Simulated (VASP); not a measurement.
# RbP3 (Pm-3n) in VASP: a series of runs

The runs below take RbP3 through relaxation of cell and atoms, single point, with PBE.

Program: VASP 6.6.1. These are calculated values, not measurements. Logs are shortened: lines on timing, memory, paths and dates and some standing lists are left out, and cuts for length are marked.

**1. The cell of the first run**

The structure is cubic, space group Pm-3n (No. 223). The conventional cell has a = 6.103 Å, b = 6.103 Å, c = 6.103 Å, α = 90.00°, β = 90.00°, γ = 90.00°. Within 4.5 Å of Rb (site symmetry m-3) lie 12 P at 3.41 Å. Within 4.0 Å of P (site symmetry -4m2) lie 10 P at 3.05 to 3.74 Å and 4 Rb at 3.41 Å.

**2. Relaxation of cell and atoms, PBE**

Input file INCAR:

```
PREC = Accurate ; ENCUT = 600
EDIFF = 1E-7 ; ISMEAR = 0
SIGMA = 0.1 ; LREAL = F
LASPH = T ; NELM = 100
ALGO = Normal ; ISIF = 3
LWAVE = F ; LCHARG = F
GGA = PE ; IBRION = 2
NSW = 90 ; EDIFFG = -0.04
```

Input file KPOINTS:

```
regular mesh
0
Gamma
  4 4 4
```

Input file POSCAR:

```
RbP3
1.0
    6.1030259100      0.0000000000      0.0000000000
    0.0000000000      6.1030259100      0.0000000000
    0.0000000000      0.0000000000      6.1030259100
Rb P
2 6
Direct
    0.0000000000      0.0000000000      0.0000000000
    0.5000000000      0.5000000000      0.5000000000
    0.2500000000      0.0000000000      0.5000000000
    0.5000000000      0.7500000000      0.0000000000
    0.7500000000      0.0000000000      0.5000000000
    0.5000000000      0.2500000000      0.0000000000
    0.0000000000      0.5000000000      0.7500000000
    0.0000000000      0.5000000000      0.2500000000
```

Potentials or basis: VASP PAW PBE potentials, release 64 (Rb_sv, P).

Command:

```bash
$ cat potpaw_PBE.64/Rb_sv/POTCAR potpaw_PBE.64/P/POTCAR > POTCAR
$ mpirun -np 1 vasp_std > vasp.out
```

OUTCAR:

```text
PREC = Accurate
   ENCUT = 600
   EDIFF = 1E-7
   ISMEAR = 0
   LREAL = F
   LASPH = T
   NELM = 100
   ISIF = 3
   GGA = PE
   IBRION = 2
   NSW = 90
   EDIFFG = -0.04

 ion  position               nearest neighbor table
   1  0.000  0.000  0.000-   3 3.41   4 3.41   5 3.41   6 3.41   7 3.41   8 3.41   3 3.41   5 3.41
                             7 3.41   8 3.41   4 3.41   6 3.41   2 5.29   2 5.29   2 5.29   2 5.29
   2  0.500  0.500  0.500-   3 3.41   4 3.41   5 3.41   6 3.41   7 3.41   8 3.41   4 3.41   6 3.41
                             3 3.41   5 3.41   7 3.41   8 3.41   1 5.29   1 5.29   1 5.29   1 5.29
   3  0.250  0.000  0.500-   1 3.41   2 3.41   1 3.41   2 3.41
   4  0.500  0.750  0.000-   1 3.41   2 3.41   2 3.41   1 3.41
   5  0.750  0.000  0.500-   1 3.41   2 3.41   1 3.41   2 3.41
   6  0.500  0.250  0.000-   1 3.41   2 3.41   2 3.41   1 3.41
   7  0.000  0.500  0.750-   1 3.41   2 3.41   1 3.41   2 3.41
   8  0.000  0.500  0.250-   1 3.41   2 3.41   1 3.41   2 3.41

  LATTYP: Found a simple cubic cell.
 ALAT       =     6.1030259100

  Lattice vectors:

 A1 = (   6.1030259100,   0.0000000000,   0.0000000000)
 A2 = (   0.0000000000,   6.1030259100,   0.0000000000)
 A3 = (   0.0000000000,   0.0000000000,   6.1030259100)

Analysis of symmetry for initial positions (statically):
=====================================================================
 Subroutine PRICEL returns:
 Original cell was already a primitive cell.

 Routine SETGRP: Setting up the symmetry group for a
 simple cubic supercell.

 Subroutine GETGRP returns: Found 48 space group operations
 (whereof 24 operations were pure point group operations)
 out of a pool of 48 trial point group operations.

The static configuration has the point symmetry T_h .
 The point group associated with its full space group is O_h .

Analysis of symmetry for dynamics (positions and initial velocities):
=====================================================================
 Subroutine PRICEL returns:
 Original cell was already a primitive cell.

 Routine SETGRP: Setting up the symmetry group for a
 simple cubic supercell.

 Subroutine GETGRP returns: Found 48 space group operations
 (whereof 24 operations were pure point group operations)
 out of a pool of 48 trial point group operations.

The dynamic configuration has the point symmetry T_h .
 The point group associated with its full space group is O_h .

 Subroutine INISYM returns: Found 48 space group operations
 (whereof 24 operations are pure point group operations),
 and found     1 'primitive' translations

----------------------------------------------------------------------------------------

                                     Primitive cell

  volume of cell :     227.3189

  direct lattice vectors                    reciprocal lattice vectors
     6.103025910  0.000000000  0.000000000     0.163853147  0.000000000  0.000000000
     0.000000000  6.103025910  0.000000000     0.000000000  0.163853147  0.000000000
     0.000000000  0.000000000  6.103025910     0.000000000  0.000000000  0.163853147

  length of vectors
     6.103025910  6.103025910  6.103025910     0.163853147  0.163853147  0.163853147

  position of ions in fractional coordinates (direct lattice)
     0.000000000  0.000000000  0.000000000
     0.500000000  0.500000000  0.500000000
     0.250000000  0.000000000  0.500000000
     0.500000000  0.750000000  0.000000000
     0.750000000  0.000000000  0.500000000
     0.500000000  0.250000000  0.000000000
     0.000000000  0.500000000  0.750000000
     0.000000000  0.500000000  0.250000000

  ion indices of the primitive-cell ions
   primitive index   ion index
                 1           1
                 2           2
                 3           3
                 4           4
                 5           5
                 6           6
                 7           7
                 8           8

----------------------------------------------------------------------------------------

 KPOINTS: regular mesh

Automatic generation of k-mesh.
 Grid dimensions read from file:
 generate k-points for:    4    4    4

 Generating k-lattice:

  Cartesian coordinates                     Fractional coordinates (reciprocal lattice)
     0.040963287  0.000000000  0.000000000     0.250000000  0.000000000  0.000000000
     0.000000000  0.040963287  0.000000000     0.000000000  0.250000000  0.000000000
     0.000000000  0.000000000  0.040963287     0.000000000  0.000000000  0.250000000

  Length of vectors
     0.040963287  0.040963287  0.040963287

  Shift w.r.t. Gamma in fractional coordinates (k-lattice)
     0.000000000  0.000000000  0.000000000

 Subroutine IBZKPT returns following result:
 ===========================================

 Found     10 irreducible k-points:

 Following reciprocal coordinates:
            Coordinates               Weight
  0.000000  0.000000  0.000000      1.000000
  0.250000  0.000000  0.000000      6.000000
  0.500000  0.000000  0.000000      3.000000
  0.250000  0.250000  0.000000     12.000000
  0.500000  0.250000  0.000000     12.000000
  0.500000  0.500000  0.000000      3.000000
  0.250000  0.250000  0.250000      8.000000
  0.500000  0.250000  0.250000     12.000000
  0.500000  0.500000  0.250000      6.000000
  0.500000  0.500000  0.500000      1.000000
   k-points           NKPTS =     10   k-points in BZ     NKDIM =     10   number of bands    NBANDS=     29
   number of dos      NEDOS =    301   number of ions     NIONS =      8
   total plane-waves  NPLWV = 125000
   dimension x,y,z NGX =    50 NGY =   50 NGZ =   50
   dimension x,y,z NGXF=   100 NGYF=  100 NGZF=  100
   ions per type =               2   6
   NGX,Y,Z   is equivalent  to a cutoff of  13.62, 13.62, 13.62 a.u.
   NGXF,Y,Z  is equivalent  to a cutoff of  27.24, 27.24, 27.24 a.u.
 SYSTEM =  unknown system
   PREC   = accura    normal or accurate (medium, high low for compatibility)
   ISTART =      0    job   : 0-new  1-cont  2-samecut
   ICHARG =      2    charge: 1-file 2-atom 10-const
   ISPIN  =      1    spin polarized calculation?
   LNONCOLLINEAR =      F non collinear calculations
   LSORBIT =      F    spin-orbit coupling
   LASPH  =      T    aspherical Exc in radial PAW
   ENCUT  =  600.0 eV  44.10 Ry    6.64 a.u.  12.19 12.19 12.19*2*pi/ulx,y,z
   NELM   =    100;   NELMIN=  2; NELMDL= -5     # of ELM steps
   EDIFF  = 0.1E-06   stopping-criterion for ELM
   LREAL  =      F    real-space projection
   EDIFFG = -.4E-01   stopping-criterion for IOM
   NSW    =     90    number of steps for IOM
   IBRION =      2    ionic relax: 0-MD 1-quasi-New 2-CG
   NFREE  =      1    steps in history (QN), initial steepest desc. (CG)
   ISIF   =      3    stress and relaxation
   ISYM   =      2    0-nonsym 1-usesym 2-fastsym
   POTIM  = 0.5000    time-step for ionic-motion
   TEBEG  =    0.0;   TEEND  =   0.0 temperature during run
   PSTRESS=    0.0 pullay stress
   NELECT =      48.0000    total number of electrons
   NUPDOWN=      -1.0000    fix difference up-down
   EMIN   =  10.00;   EMAX   =-10.00  energy-range for DOS
   EFERMI =   0.00;   METHOD = LEGACY
   ISMEAR =     0;   SIGMA  =   0.10  broadening in eV -4-tet -1-fermi 0-gaus
   EFERMI_NEDOS =   21; number of points for ismear=-14 and -15
   IALGO  =     38    algorithm
   IMIX   =      4    mixing-type and parameters
     AMIX     =   0.40;   BMIX     =  1.00
     AMIX_MAG =   1.60;   BMIX_MAG =  1.00
  volume/ion in A,a.u.               =      28.41       191.75
  Fermi-wavevector in a.u.,A,eV,Ry     =   0.974862  1.842223 12.930390  0.950357
  Thomas-Fermi vector in A             =   2.105356
   LORBIT       =      0    0 simple, 1 ext, 2 COOP (PROOUT), +10 PAW based schemes
   GGA     = PE    functional components
   LHFCALC =     F    Hartree Fock is set to
   AEXX    =    0.0000 exact exchange contribution
   IVDW    =     0    specifies the selected vdW correction
   LEPSILON=     F    determine dielectric tensor
   LRPA    =     F    only Hartree local field effects (RPA)
 conjugate gradient relaxation of ions
 non-spin polarized calculation
 Gauss-broadening in eV      SIGMA  =   0.10
  energy-cutoff  :      600.00
  volume of cell :      227.32
 maximum number of plane-waves:      7660
 NGX is ok and might be reduce to    50
   NGX = 25   NGY = 25   NGZ = 25

--------------------------------------- Ionic step        1  -------------------------------------------

 number of electron      48.0000004 magnetization

 Free energy of the ion-electron system (eV)
  ---------------------------------------------------
  ext. energy  EPLUGINS =         0.00000000
  ---------------------------------------------------
  free energy    TOTEN  =       -24.25915944 eV

  energy without entropy =      -24.22967566  energy(sigma->0) =      -24.24441755

------------------------ aborting loop because EDIFF is reached ----------------------------------------

  FORCE on cell =-STRESS in cart. coord.  units (eV):
  Direction    XX          YY          ZZ          XY          YZ          ZX
  --------------------------------------------------------------------------------------
  -------------------------------------------------------------------------------------
  Total       -8.7361867     -8.7361867     -8.7361867      0.0000000      0.0000000     -0.0000000
  in kB      -61.5739263    -61.5739263    -61.5739263      0.0000000      0.0000000     -0.0000000
  external PRESSURE =     -61.5739263 kB  Pullay stress =       0.0000000 kB
[... 27 lines left out ...]
  energy  without entropy=      -24.2296756630  energy(sigma->0) =      -24.24441755

--------------------------------------- Ionic step        2  -------------------------------------------

 number of electron      48.0000002 magnetization

 E-fermi :   3.3035     XC(G=0):  -9.4227

 val. band max:        3.2702531751   @ k =   0.5000   0.0000   0.0000
 cond. band min:       3.3385073058   @ k =   0.5000   0.2500   0.2500
 fundamental gap:      0.0682541307
 Fermi energy:         3.3034940871

 k-point     1 :       0.0000    0.0000    0.0000
  band No.  band energies     occupation
      1     -22.2994      2.00000
      2     -22.2839      2.00000
      3      -7.9245      2.00000
      4      -7.0007      2.00000
      5      -7.0007      2.00000
      6      -7.0007      2.00000
[... 390 lines left out ...]
  energy  without entropy=      -25.4263275409  energy(sigma->0) =      -25.44712859

--------------------------------------- Ionic step        4  -------------------------------------------

 number of electron      47.9999995 magnetization

 Free energy of the ion-electron system (eV)
  ---------------------------------------------------
  ext. energy  EPLUGINS =         0.00000000
  ---------------------------------------------------
  free energy    TOTEN  =       -25.47248024 eV

  energy without entropy =      -25.43217763  energy(sigma->0) =      -25.45232893

 E-fermi :   4.1399     XC(G=0):  -9.8271

 val. band max:        3.8577698056   @ k =   0.2500   0.0000   0.0000
 cond. band min:       4.1425250026   @ k =   0.5000   0.5000   0.5000
 fundamental gap:      0.2847551971
 Fermi energy:         4.1398712096

 k-point     1 :       0.0000    0.0000    0.0000
  band No.  band energies     occupation
      1     -21.5003      2.00000
      2     -21.4743      2.00000
      3      -7.5700      2.00000
      4      -6.4062      2.00000
      5      -6.4062      2.00000
      6      -6.4062      2.00000
[... 344 lines left out ...]
  FREE ENERGIE OF THE ION-ELECTRON SYSTEM (eV)
  ---------------------------------------------------
  free  energy   TOTEN  =       -25.4724802400 eV

  energy  without entropy=      -25.4321776271  energy(sigma->0) =      -25.45232893

 reached required accuracy - stopping structural energy minimisation
```

Wall time 4.8 min (1 thread of Intel Xeon Platinum 8375C at 2.90GHz (Ice Lake), shared host); peak memory 0.4 GiB.

Results:

- Free energy: -25.4725 eV
- Relaxed volume: 22.00 Å³/atom
- Relaxed cell: a = 5.604 Å, b = 5.604 Å, c = 5.604 Å, α = 90.00°, β = 90.00°, γ = 90.00°
- Space group after relaxing (to 0.05 Å): Pm-3n (No. 223)
- Energy gained by relaxing: 151.7 meV/atom
- Ionic steps: 4
- Pressure after relaxing: 0.0 GPa
- Band gap on the k mesh: zero (band 24 reaches 4.80 eV, above the bottom of band 25 at 4.14 eV)

Step by step:
```
step  energy change (eV)  largest force (eV/Å)  pressure (GPa)  volume (Å³)
   1              0.0000                0.0000           -6.16       227.32
   2             -1.0386                0.0000           -3.07       193.25
   3             -1.2088                0.0000           -0.56       178.87
   4             -1.2133                0.0000            0.04       176.02
```

Final structure:
```
Rb P
1.0
     5.60427    0.00000    0.00000
     0.00000    5.60427    0.00000
     0.00000    0.00000    5.60427
Rb P
2 6
Direct
  0.00000 0.00000 0.00000
  0.50000 0.50000 0.50000
  0.25000 0.00000 0.50000
  0.50000 0.75000 0.00000
  0.75000 0.00000 0.50000
  0.50000 0.25000 0.00000
  0.00000 0.50000 0.75000
  0.00000 0.50000 0.25000
```

Levels at points of the mesh, in eV from the Fermi level:
```tsv
k point	band 21	band 22	band 23	band 24	band 25	band 26	band 27	band 28
(0.00, 0.00, 0.00)	-1.43	-1.43	-1.43	0.66	0.66	0.66	0.74	0.74
(0.50, 0.00, 0.00)	-0.60	-0.60	-0.34	-0.34	0.05	0.05	0.47	0.47
(0.50, 0.50, 0.00)	-1.11	-1.11	-0.90	-0.46	0.27	0.46	0.61	0.61
(0.50, 0.50, 0.50)	-0.87	-0.87	0.00	0.00	0.00	0.00	0.04	0.04
```

Caveat: the volume moved by over 15 % at a fixed basis, so the end points are rough.

**3. Single point, PBE**

Input file INCAR:

```
SYSTEM = RbP3
  ALGO = Normal
  EDIFF = 1E-7
  ENCUT = 520
  GGA = PE
  ISIF = 2
  ISMEAR = 0
  LASPH = .True.
  LCHARG = .False.
  LREAL = .False.
  LWAVE = .False.
  NBANDS = 34
  NELM = 100
  PREC = Accurate
  SIGMA = 0.1
```

Input file KPOINTS:

```
k-points
0
Gamma
  4 4 4
  0 0 0
```

POSCAR is that of step 2.

Potentials or basis: VASP PAW PBE potentials, release 64 (Rb_sv, P).

Command:

```bash
$ cat potpaw_PBE.64/Rb_sv/POTCAR potpaw_PBE.64/P/POTCAR > POTCAR
$ mpirun -np 1 vasp_std > vasp.out
```

Run time: 48 s. Hardware: 1 thread of Intel Xeon Platinum 8375C at 2.90GHz (Ice Lake), shared host; peak memory 0.34 GiB.

The run converged. Its results:

| Quantity | Value |
| --- | --- |
| Free energy | -24.2590 eV |
| Pressure | -6.2 GPa |
| Band gap on the k mesh | zero (band 24 reaches 2.46 eV, above the bottom of band 25 at 1.90 eV) |

Levels at points of the mesh, in eV from the Fermi level:
| k point | band 20 | band 21 | band 22 | band 23 | band 24 | band 25 | band 26 | band 27 | band 28 | band 29 |
| --- | --- | --- | --- | --- | --- | --- | --- | --- | --- | --- |
| (0.00, 0.00, 0.00) | -2.03 | -0.79 | -0.79 | -0.79 | 0.47 | 0.47 | 0.47 | 0.59 | 0.59 | 0.59 |
| (0.50, 0.00, 0.00) | -0.93 | -0.36 | -0.36 | -0.20 | -0.20 | -0.10 | -0.10 | 0.38 | 0.38 | 0.98 |
| (0.50, 0.50, 0.00) | -0.93 | -0.78 | -0.78 | -0.72 | -0.35 | 0.18 | 0.42 | 0.53 | 0.53 | 0.99 |
| (0.50, 0.50, 0.50) | -0.77 | -0.77 | -0.77 | 0.19 | 0.19 | 0.19 | 0.19 | 0.23 | 0.23 | 0.23 |
